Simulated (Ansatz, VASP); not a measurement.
## IrO2 in VASP and in Ansatz

```xyz
6
Lattice="4.4382 0.0000 0.0000 0.0000 4.4382 0.0000 0.0000 0.0000 3.1035" Properties=species:S:1:pos:R:3 pbc="T T T"
Ir    0.0000    0.0000    0.0000
Ir    2.2191    2.2191    1.5517
O     1.3656    1.3656    0.0000
O     0.8535    3.5847    1.5517
O     3.0726    3.0726    0.0000
O     3.5847    0.8535    1.5517
```

Change from the starting cell: volume scaled by 0.96, ions relaxed.

Alike in both runs: functional PBE; k mesh 10 × 10 × 15; occupations fermi-dirac, width 0.05 eV; collinear spin.

Ansatz relaxed the structure, and its values are those at the end. VASP's run is a single point on that final structure, the one shown.

```csv
,VASP,Ansatz
version,VASP 6.6.1,Ansatz 0.2.0
potentials or method,"VASP PAW PBE potentials, release 64 (Ir, O)","plane-wave PAW, scalar-relativistic"
plane-wave cutoff (eV),600,420
valence electrons in the cell,42,58
```

```csv
,VASP,Ansatz,Ansatz less VASP
pressure (GPa),24.2,21.1,-3.02
rms of the force components (eV/Å),0.013,0.009,-0.0035
net moment per atom (μB),0.00,0.00,0.000
```

VASP's potentials hold 42 valence electrons a cell and Ansatz's 58, so a difference there can come from the potentials and not from the codes. Ansatz's warnings: seeded moment not kept, stress scf threshold loose.

Spin-orbit coupling is off throughout.
